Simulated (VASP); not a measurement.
# NP in VASP: single point with RPBE

Aim: the single point of NP with RPBE.

All numbers are computed with VASP 6.6.1; they aren't measurements. Logs are shortened: lines on timing, memory, paths and dates and some standing lists are left out, and cuts for length are marked.

### 1 The cell of the first run

The cell holds a molecule in a box, 2 atoms: a = 9.000 Å, b = 9.000 Å, c = 11.000 Å, α = 90.00°, β = 90.00°, γ = 90.00°.

### 2 Single point, RPBE (last atom moved by 0.08 Å along z)

INCAR reads:

```
GGA = RP ; ISMEAR = 0
SIGMA = 0.03 ; LWAVE = F
LCHARG = F ; ISIF = 0
PREC = Accurate ; LASPH = T
LREAL = F ; ALGO = Normal
EDIFF = 1E-6 ; NELM = 120
GGA_COMPAT = F ; ENCUT = 720
EFERMI = MIDGAP ; NELMDL = -8
NBANDS = 25
```

KPOINTS reads:

```
k-points
0
Gamma
  1 1 1
```

POSCAR reads:

```
PN
1.0
    9.0000000000      0.0000000000      0.0000000000
    0.0000000000      9.0000000000      0.0000000000
    0.0000000000      0.0000000000     11.0000000000
N P
1 1
Direct
    0.5014444400      0.5023333300      0.4353242700
    0.5014444400      0.5023333300      0.5781302800
```

Potentials or basis: VASP PAW PBE potentials, release 64 (N, P).

Command:

```sh
$ cat potpaw_PBE.64/N/POTCAR potpaw_PBE.64/P/POTCAR > POTCAR
$ mpirun -np 1 vasp_gam > vasp.out
```

OUTCAR:

```text
GGA = RP
   ISMEAR = 0
   ISIF = 0
   PREC = Accurate
   LASPH = T
   LREAL = F
   EDIFF = 1E-6
   NELM = 120
   ENCUT = 720
   EFERMI = MIDGAP
   NELMDL = -8

 ion  position               nearest neighbor table
   1  0.501  0.502  0.435-   2 1.57
   2  0.501  0.502  0.578-   1 1.57

  LATTYP: Found a simple tetragonal cell.
 ALAT       =     9.0000000000
 C/A-ratio  =     1.2222222222

  Lattice vectors:

 A1 = (   9.0000000000,   0.0000000000,   0.0000000000)
 A2 = (   0.0000000000,   9.0000000000,   0.0000000000)
 A3 = (   0.0000000000,   0.0000000000,  11.0000000000)

Analysis of symmetry for initial positions (statically):
=====================================================================
 Subroutine PRICEL returns:
 Original cell was already a primitive cell.

 Routine SETGRP: Setting up the symmetry group for a
 simple tetragonal supercell.

 Subroutine GETGRP returns: Found  8 space group operations
 (whereof  1 operations were pure point group operations)
 out of a pool of 16 trial point group operations.

The static configuration has the point symmetry C_1 .
 The point group associated with its full space group is C_4v.

Analysis of symmetry for dynamics (positions and initial velocities):
=====================================================================
 Subroutine PRICEL returns:
 Original cell was already a primitive cell.

 Routine SETGRP: Setting up the symmetry group for a
 simple tetragonal supercell.

 Subroutine GETGRP returns: Found  8 space group operations
 (whereof  1 operations were pure point group operations)
 out of a pool of 16 trial point group operations.

The dynamic configuration has the point symmetry C_1 .
 The point group associated with its full space group is C_4v.

 Subroutine INISYM returns: Found  8 space group operations
 (whereof  1 operations are pure point group operations),
 and found     1 'primitive' translations

----------------------------------------------------------------------------------------

                                     Primitive cell

  volume of cell :     891.0000

  direct lattice vectors                    reciprocal lattice vectors
     9.000000000  0.000000000  0.000000000     0.111111111  0.000000000  0.000000000
     0.000000000  9.000000000  0.000000000     0.000000000  0.111111111  0.000000000
     0.000000000  0.000000000 11.000000000     0.000000000  0.000000000  0.090909091

  length of vectors
     9.000000000  9.000000000 11.000000000     0.111111111  0.111111111  0.090909091

  position of ions in fractional coordinates (direct lattice)
     0.501444440  0.502333330  0.435324270
     0.501444440  0.502333330  0.578130280

  ion indices of the primitive-cell ions
   primitive index   ion index
                 1           1
                 2           2

----------------------------------------------------------------------------------------

 KPOINTS: k-points

Automatic generation of k-mesh.
 Grid dimensions read from file:
 generate k-points for:    1    1    1

 Generating k-lattice:

  Cartesian coordinates                     Fractional coordinates (reciprocal lattice)
     0.111111111  0.000000000  0.000000000     1.000000000  0.000000000  0.000000000
     0.000000000  0.111111111  0.000000000     0.000000000  1.000000000  0.000000000
     0.000000000  0.000000000  0.090909091     0.000000000  0.000000000  1.000000000

  Length of vectors
     0.111111111  0.111111111  0.090909091

  Shift w.r.t. Gamma in fractional coordinates (k-lattice)
     0.000000000  0.000000000  0.000000000

 Subroutine IBZKPT returns following result:
 ===========================================

 Found      1 irreducible k-points:

 Following reciprocal coordinates:
            Coordinates               Weight
  0.000000  0.000000  0.000000      1.000000
   k-points           NKPTS =      1   k-points in BZ     NKDIM =      1   number of bands    NBANDS=     25
   number of dos      NEDOS =    301   number of ions     NIONS =      2
   total plane-waves  NPLWV = 614400
   dimension x,y,z NGX =    80 NGY =   80 NGZ =   96
   dimension x,y,z NGXF=   160 NGYF=  160 NGZF=  192
   ions per type =               1   1
   NGX,Y,Z   is equivalent  to a cutoff of  14.78, 14.78, 14.51 a.u.
   NGXF,Y,Z  is equivalent  to a cutoff of  29.55, 29.55, 29.02 a.u.
 SYSTEM =  unknown system
   PREC   = accura    normal or accurate (medium, high low for compatibility)
   ISTART =      0    job   : 0-new  1-cont  2-samecut
   ICHARG =      2    charge: 1-file 2-atom 10-const
   ISPIN  =      1    spin polarized calculation?
   LNONCOLLINEAR =      F non collinear calculations
   LSORBIT =      F    spin-orbit coupling
   LASPH  =      T    aspherical Exc in radial PAW
   ENCUT  =  720.0 eV  52.92 Ry    7.27 a.u.  19.69 19.69 24.07*2*pi/ulx,y,z
   NELM   =    120;   NELMIN=  2; NELMDL= -8     # of ELM steps
   EDIFF  = 0.1E-05   stopping-criterion for ELM
   LREAL  =      F    real-space projection
   EDIFFG = 0.1E-04   stopping-criterion for IOM
   NSW    =      0    number of steps for IOM
   IBRION =     -1    ionic relax: 0-MD 1-quasi-New 2-CG
   NFREE  =      0    steps in history (QN), initial steepest desc. (CG)
   ISIF   =      0    stress and relaxation
   ISYM   =      2    0-nonsym 1-usesym 2-fastsym
   POTIM  = 0.5000    time-step for ionic-motion
   TEBEG  =    0.0;   TEEND  =   0.0 temperature during run

   SCALEE = 1.0000    scale energy and forces
   PSTRESS=    0.0 pullay stress
   NELECT =      10.0000    total number of electrons
   NUPDOWN=      -1.0000    fix difference up-down
   EMIN   =  10.00;   EMAX   =-10.00  energy-range for DOS
   EFERMI =   0.00;   METHOD = MIDGAP
   ISMEAR =     0;   SIGMA  =   0.03  broadening in eV -4-tet -1-fermi 0-gaus
   EFERMI_NEDOS =   21; number of points for ismear=-14 and -15
   IALGO  =     38    algorithm
   IMIX   =      4    mixing-type and parameters
     AMIX     =   0.40;   BMIX     =  1.00
     AMIX_MAG =   1.60;   BMIX_MAG =  1.00
  volume/ion in A,a.u.               =     445.50      3006.38
  Fermi-wavevector in a.u.,A,eV,Ry     =   0.366535  0.692651  1.827915  0.134348
  Thomas-Fermi vector in A             =   1.290957
   LORBIT       =      0    0 simple, 1 ext, 2 COOP (PROOUT), +10 PAW based schemes
   GGA     = RP    functional components
   LHFCALC =     F    Hartree Fock is set to
   AEXX    =    0.0000 exact exchange contribution
   IVDW    =     0    specifies the selected vdW correction
   LEPSILON=     F    determine dielectric tensor
   LRPA    =     F    only Hartree local field effects (RPA)

   CSHIFT  =0.1000    complex shift for real part using Kramers Kronig

   OMEGAMAX=  -1.0    maximum frequency
 non-spin polarized calculation
 Gauss-broadening in eV      SIGMA  =   0.03
  energy-cutoff  :      720.00
  volume of cell :      891.00
 maximum number of plane-waves:     19545
 NGX is ok and might be reduce to    80
   NGX = 39   NGY = 39   NGZ = 49

 number of electron      10.0000000 magnetization

 Free energy of the ion-electron system (eV)
  ---------------------------------------------------
  ext. energy  EPLUGINS =         0.00000000
  ---------------------------------------------------
  free energy    TOTEN  =       -11.38585783 eV

  energy without entropy =      -11.38585783  energy(sigma->0) =      -11.38585783

 E-fermi :  -5.4068     XC(G=0):  -1.0147

 val. band max:       -7.4815701591   @ k =   0.0000   0.0000   0.0000
 cond. band min:      -3.3319393338   @ k =   0.0000   0.0000   0.0000
 fundamental gap:      4.1496308253
 Fermi energy:        -5.4067547464

 k-point     1 :       0.0000    0.0000    0.0000
  band No.  band energies     occupation
      1     -20.3647      2.00000
      2     -12.3244      2.00000
      3      -7.7078      2.00000
      4      -7.7078      2.00000
      5      -7.4816      2.00000
      6      -3.3319      0.00000
[... 9 lines left out ...]
     16       2.1457      0.00000
     17       2.5637      0.00000
 [bands above 17 left out]

------------------------ aborting loop because EDIFF is reached ----------------------------------------

 VOLUME and BASIS-vectors are now :
 -----------------------------------------------------------------------------
  energy-cutoff  :      720.00
  volume of cell :      891.00
      direct lattice vectors                 reciprocal lattice vectors
     9.000000000  0.000000000  0.000000000     0.111111111  0.000000000  0.000000000
     0.000000000  9.000000000  0.000000000     0.000000000  0.111111111  0.000000000
     0.000000000  0.000000000 11.000000000     0.000000000  0.000000000  0.090909091

 POSITION                                       TOTAL-FORCE (eV/Angst)
 -----------------------------------------------------------------------------------
      4.51300      4.52100      4.78857         0.000000      0.000000      3.563924
      4.51300      4.52100      6.35943         0.000000     -0.000000     -3.563924
 -----------------------------------------------------------------------------------
    total drift:                               -0.000003     -0.000002      0.000081

  FREE ENERGIE OF THE ION-ELECTRON SYSTEM (eV)
  ---------------------------------------------------
  free  energy   TOTEN  =       -11.3858578316 eV

  energy  without entropy=      -11.3858578316  energy(sigma->0) =      -11.38585783
```

Run time: 2.1 min. Hardware: 1 thread of Intel Xeon Platinum 8259CL at 2.50GHz (Skylake/Cascade Lake), shared host; peak memory 1 GiB.

What came out:

```
Free energy                     : -11.3859 eV
Largest force                   : 3.564 eV/Å
Gap between the frontier levels : 4.15 eV
```

Forces in eV/Å, atoms in the order of the input:
```
N    0.000  0.000  3.564
P    0.000  0.000 -3.564
```

Caveat: the cell differs from its parent crystal (last atom moved by 0.08 Å along z); the PAW data sets were made with another functional, which shifts forces and pressure a little.
